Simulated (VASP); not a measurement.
# W4N in VASP: a series of runs, part 2 of 2

VASP 6.6.1. The steps go on from the part before.

## (3) Single point, LDA

INCAR reads:

```
SYSTEM = W4N
PREC = Accurate ; ENCUT = 520
EDIFF = 1E-6 ; ISMEAR = 0
SIGMA = 0.1 ; LREAL = .False.
LASPH = .True. ; NELM = 120
ALGO = Normal ; ISIF = 2
LWAVE = .False. ; LCHARG = .True.
LDIPOL = .True. ; IDIPOL = 3
DIPOL = 0.5 0.5 0.337 ; LELF = .True.
LVHAR = .True. ; LVACPOTAV = .True.
NBANDS = 38 ; GGA_COMPAT = .False.
NELMDL = -8
```

KPOINTS reads:

```
regular mesh
0
Gamma
  9 7 1
  0 0 0
```

POSCAR reads:

```
W4N
1.0
    2.8093052383      0.0000000000      0.0000000000
    0.0000000000      3.9729575688      0.0000000000
    0.0000000000      0.0000000000     19.4074369602
W N
4 1
Direct
    0.5000000000      0.5000000000      0.2061065564
    0.0000000000      0.0000000000      0.2784835849
    0.5000000000      0.5000000000      0.3501454747
    0.0000000000      0.0000000000      0.4074436504
    0.5000000000      0.3750000000      0.4429037160
```

Potentials or basis: VASP PAW LDA potentials, release 64 (W_sv, N).

Run with:

```
$ cat potpaw_LDA.64/W_sv/POTCAR potpaw_LDA.64/N/POTCAR > POTCAR
$ mpirun -np 1 vasp_std > vasp.out
```

OUTCAR:

```text
SYSTEM = W4N
   PREC = Accurate
   ENCUT = 520
   EDIFF = 1E-6
   ISMEAR = 0
   LREAL = .False.
   LASPH = .True.
   NELM = 120
   ISIF = 2
   NELMDL = -8

 ion  position               nearest neighbor table
   1  0.500  0.500  0.206-   3 2.80   2 2.81   2 2.81   2 2.81   2 2.81
   2  0.000  0.000  0.278-   4 2.50   3 2.80   3 2.80   3 2.80   3 2.80   1 2.81   1 2.81   1 2.81
                             1 2.81
   3  0.500  0.500  0.350-   5 1.87   4 2.68   4 2.68   4 2.68   4 2.68   1 2.80   2 2.80   2 2.80
                             2 2.80   2 2.80
   4  0.000  0.000  0.407-   5 2.16   5 2.16   2 2.50   3 2.68   3 2.68   3 2.68   3 2.68
   5  0.500  0.375  0.443-   3 1.87   4 2.16   4 2.16

  LATTYP: Found a simple orthorhombic cell.
 ALAT       =     2.8093052383
 B/A-ratio  =     1.4142135624
 C/A-ratio  =     6.9082692388

  Lattice vectors:

 A1 = (   2.8093052383,   0.0000000000,   0.0000000000)
 A2 = (   0.0000000000,   3.9729575688,   0.0000000000)
 A3 = (   0.0000000000,   0.0000000000,  19.4074369602)

Analysis of symmetry for initial positions (statically):
=====================================================================
 Subroutine PRICEL returns:
 Original cell was already a primitive cell.

 Routine SETGRP: Setting up the symmetry group for a
 simple orthorhombic supercell.

 Subroutine GETGRP returns: Found  2 space group operations
 (whereof  2 operations were pure point group operations)
 out of a pool of  8 trial point group operations.

The static configuration has the point symmetry C_1h.

Analysis of symmetry for dynamics (positions and initial velocities):
=====================================================================
 Subroutine PRICEL returns:
 Original cell was already a primitive cell.

 Routine SETGRP: Setting up the symmetry group for a
 simple orthorhombic supercell.

 Subroutine GETGRP returns: Found  2 space group operations
 (whereof  2 operations were pure point group operations)
 out of a pool of  8 trial point group operations.

The dynamic configuration has the point symmetry C_1h.

 Subroutine INISYM returns: Found  2 space group operations
 (whereof  2 operations are pure point group operations),
 and found     1 'primitive' translations

----------------------------------------------------------------------------------------

                                     Primitive cell

  volume of cell :     216.6113

  direct lattice vectors                    reciprocal lattice vectors
     2.809305238  0.000000000  0.000000000     0.355959896  0.000000000  0.000000000
     0.000000000  3.972957569  0.000000000     0.000000000  0.251701656  0.000000000
     0.000000000  0.000000000 19.407436960     0.000000000  0.000000000  0.051526639

  length of vectors
     2.809305238  3.972957569 19.407436960     0.355959896  0.251701656  0.051526639

  position of ions in fractional coordinates (direct lattice)
     0.500000000  0.500000000  0.206106556
     0.000000000  0.000000000  0.278483585
     0.500000000  0.500000000  0.350145475
[... 37 lines left out ...]
 Following reciprocal coordinates:
            Coordinates               Weight
  0.000000  0.000000  0.000000      1.000000
  0.111111  0.000000  0.000000      2.000000
  0.222222  0.000000  0.000000      2.000000
  0.333333  0.000000  0.000000      2.000000
  0.444444  0.000000  0.000000      2.000000
  0.000000  0.142857  0.000000      2.000000
[... 12 lines left out ...]
  0.333333  0.428571  0.000000      4.000000
  0.444444  0.428571  0.000000      4.000000
   k-points           NKPTS =     20   k-points in BZ     NKDIM =     20   number of bands    NBANDS=     38
   number of dos      NEDOS =    301   number of ions     NIONS =      5
   total plane-waves  NPLWV = 103680
   dimension x,y,z NGX =    24 NGY =   30 NGZ =  144
   dimension x,y,z NGXF=    48 NGYF=   60 NGZF=  288
   ions per type =               4   1
   NGX,Y,Z   is equivalent  to a cutoff of  14.20, 12.55, 12.34 a.u.
   NGXF,Y,Z  is equivalent  to a cutoff of  28.40, 25.11, 24.67 a.u.
 SYSTEM =  W4N
   PREC   = accura    normal or accurate (medium, high low for compatibility)
   ISTART =      0    job   : 0-new  1-cont  2-samecut
   ICHARG =      2    charge: 1-file 2-atom 10-const
   ISPIN  =      1    spin polarized calculation?
   LNONCOLLINEAR =      F non collinear calculations
   LSORBIT =      F    spin-orbit coupling
   LASPH  =      T    aspherical Exc in radial PAW
   ENCUT  =  520.0 eV  38.22 Ry    6.18 a.u.   5.22  7.39 36.08*2*pi/ulx,y,z
   NELM   =    120;   NELMIN=  2; NELMDL= -8     # of ELM steps
   EDIFF  = 0.1E-05   stopping-criterion for ELM
   LREAL  =      F    real-space projection
   EDIFFG = 0.1E-04   stopping-criterion for IOM
   NSW    =      0    number of steps for IOM
   IBRION =     -1    ionic relax: 0-MD 1-quasi-New 2-CG
   NFREE  =      0    steps in history (QN), initial steepest desc. (CG)
   ISIF   =      2    stress and relaxation
   ISYM   =      2    0-nonsym 1-usesym 2-fastsym
   POTIM  = 0.5000    time-step for ionic-motion
   TEBEG  =    0.0;   TEEND  =   0.0 temperature during run
   PSTRESS=    0.0 pullay stress
   NELECT =      61.0000    total number of electrons
   NUPDOWN=      -1.0000    fix difference up-down
   EMIN   =  10.00;   EMAX   =-10.00  energy-range for DOS
   EFERMI =   0.00;   METHOD = LEGACY
   ISMEAR =     0;   SIGMA  =   0.10  broadening in eV -4-tet -1-fermi 0-gaus
   EFERMI_NEDOS =   21; number of points for ismear=-14 and -15
   IALGO  =     38    algorithm
   IMIX   =      4    mixing-type and parameters
     AMIX     =   0.40;   BMIX     =  1.00
     AMIX_MAG =   1.60;   BMIX_MAG =  1.00
  volume/ion in A,a.u.               =      43.32       292.35
  Fermi-wavevector in a.u.,A,eV,Ry     =   1.073061  2.027791 15.666565  1.151460
  Thomas-Fermi vector in A             =   2.208849
   LORBIT       =      0    0 simple, 1 ext, 2 COOP (PROOUT), +10 PAW based schemes
   GGA     = CA    functional components
   LHFCALC =     F    Hartree Fock is set to
   AEXX    =    0.0000 exact exchange contribution
   IVDW    =     0    specifies the selected vdW correction
   LEPSILON=     F    determine dielectric tensor
   LRPA    =     F    only Hartree local field effects (RPA)
 non-spin polarized calculation
 Gauss-broadening in eV      SIGMA  =   0.10
  energy-cutoff  :      520.00
  volume of cell :      216.61
 maximum number of plane-waves:      5866
 NGX is ok and might be reduce to    24
   NGX = 11   NGY = 15   NGZ = 73

 dipolmoment           0.000000      0.000000     -0.036370 electrons x Angstroem

 number of electron      60.9999996 magnetization

 dipolmoment           0.000000      0.000000      0.064537 electrons x Angstroem

 Free energy of the ion-electron system (eV)
  ---------------------------------------------------
  ext. energy  EPLUGINS =         0.00000000
  ---------------------------------------------------
  free energy    TOTEN  =       -59.33796870 eV

  energy without entropy =      -59.31535681  energy(sigma->0) =      -59.32666275

 E-fermi :   0.1166     XC(G=0):  -5.3934

 val. band max:        0.1150120200   @ k =   0.1111   0.1429   0.0000
 cond. band min:       0.1199951035   @ k =   0.2222   0.2857   0.0000
 fundamental gap:      0.0049830835
 Fermi energy:         0.1166265921

 k-point     1 :       0.0000    0.0000    0.0000
  band No.  band energies     occupation
      1     -73.3031      2.00000
      2     -73.2802      2.00000
      3     -73.0105      2.00000
      4     -72.9179      2.00000
      5     -38.4798      2.00000
      6     -38.1425      2.00000
[... 809 lines left out ...]
     37       3.7198      0.00000
     38       4.1705      0.00000

------------------------ aborting loop because EDIFF is reached ----------------------------------------

  FORCE on cell =-STRESS in cart. coord.  units (eV):
  Direction    XX          YY          ZZ          XY          YZ          ZX
  --------------------------------------------------------------------------------------
  -------------------------------------------------------------------------------------
  Total       -1.2700172      1.8363299      4.2380556      0.0000000     -4.6634258      0.0000000
  in kB       -9.3937531     13.5825169     31.3470151      0.0000000    -34.4932892      0.0000000
  external PRESSURE =      11.8452596 kB  Pullay stress =       0.0000000 kB

 VOLUME and BASIS-vectors are now :
 -----------------------------------------------------------------------------
  energy-cutoff  :      520.00
  volume of cell :      216.61
      direct lattice vectors                 reciprocal lattice vectors
     2.809305238  0.000000000  0.000000000     0.355959896  0.000000000  0.000000000
     0.000000000  3.972957569  0.000000000     0.000000000  0.251701656  0.000000000
     0.000000000  0.000000000 19.407436960     0.000000000  0.000000000  0.051526639

 POSITION                                       TOTAL-FORCE (eV/Angst)
 -----------------------------------------------------------------------------------
      1.40465      1.98648      4.00000         0.000000      0.135645      1.632524
      0.00000      0.00000      5.40465         0.000000      0.587024     -3.095390
      1.40465      1.98648      6.79543         0.000000      0.917608     -2.470279
      0.00000      0.00000      7.90744         0.000000      0.748896      3.673283
      1.40465      1.48986      8.59563         0.000000     -2.389174      0.259863
 -----------------------------------------------------------------------------------
    total drift:                                0.000000     -0.000031      0.000507

  FREE ENERGIE OF THE ION-ELECTRON SYSTEM (eV)
  ---------------------------------------------------
  free  energy   TOTEN  =       -59.3379686999 eV

  energy  without entropy=      -59.3153568068  energy(sigma->0) =      -59.32666275

 vacuum level on the upper side and lower side of the slab         5.579         4.532
```

Wall time 2.7 min (1 thread of Intel Xeon 6975P-C (Granite Rapids), shared host); peak memory 0.32 GiB.

Results:

```yaml
Free_energy: -59.3380 eV
Largest_force: 3.749 eV/Å
```

Forces on the atoms (eV/Å):
```
W    0.000  0.136  1.633
W    0.000  0.587 -3.095
W    0.000  0.918 -2.470
W    0.000  0.749  3.673
N    0.000 -2.389  0.260
```

Levels at points of the mesh, in eV from the Fermi level:
```
           k point  band 29  band 30  band 31  band 32  band 33  band 34
(0.00, 0.00, 0.00)    -0.44    -0.38    -0.02     0.12     0.77     1.09
```

Caveat: spin-orbit coupling is left out, which moves the levels of the heavy elements.
